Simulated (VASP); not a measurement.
A run of VASP 6.6.1:

INCAR

```
SYSTEM = SiC
PREC = Accurate
ENCUT = 520
EDIFF = 1E-7
ISMEAR = 0
SIGMA = 0.1
LREAL = .False.
LASPH = .True.
NELM = 80
ALGO = Normal
ISIF = 2
LWAVE = .False.
LCHARG = .False.
GGA = PE
NBANDS = 21
```

Contents of KPOINTS:

```
Automatic mesh
0
Gamma
  6 6 2
  0 0 0
```

File POSCAR:

```
SiC
1.0
    3.6979113000      0.0000000000      0.0000000000
   -1.8489556500      3.2024851300      0.0000000000
    0.0000000000      0.0000000000      7.8835595300
Si C
3 3
Direct
    0.5000000000      0.0000000000      0.5000000000
    0.0000000000      0.5000000000      0.5000000000
    0.5000000000      0.5000000000      0.5000000000
    0.0000000000      0.0000000000      0.5000000000
    0.0000000000      0.0000000000      0.8695536500
    0.0000000000      0.0000000000      0.1304463500
```

Potentials or basis: VASP PAW PBE potentials, release 64 (Si, C).

The run is started by

```sh
$ cat potpaw_PBE.64/Si/POTCAR potpaw_PBE.64/C/POTCAR > POTCAR
$ mpirun -np 1 vasp_std > vasp.out
```

Hardware: 1 thread of Intel(R) Xeon(R) Platinum 8488C (Sapphire Rapids) (shared host).

Question: Estimate the wall time of this run.

Answer: Wall time 24 s on 1 thread of Intel(R) Xeon(R) Platinum 8488C (Sapphire Rapids), on a shared host, peak memory 0.2 GiB. Counts: scf iterations 17, k points 14.
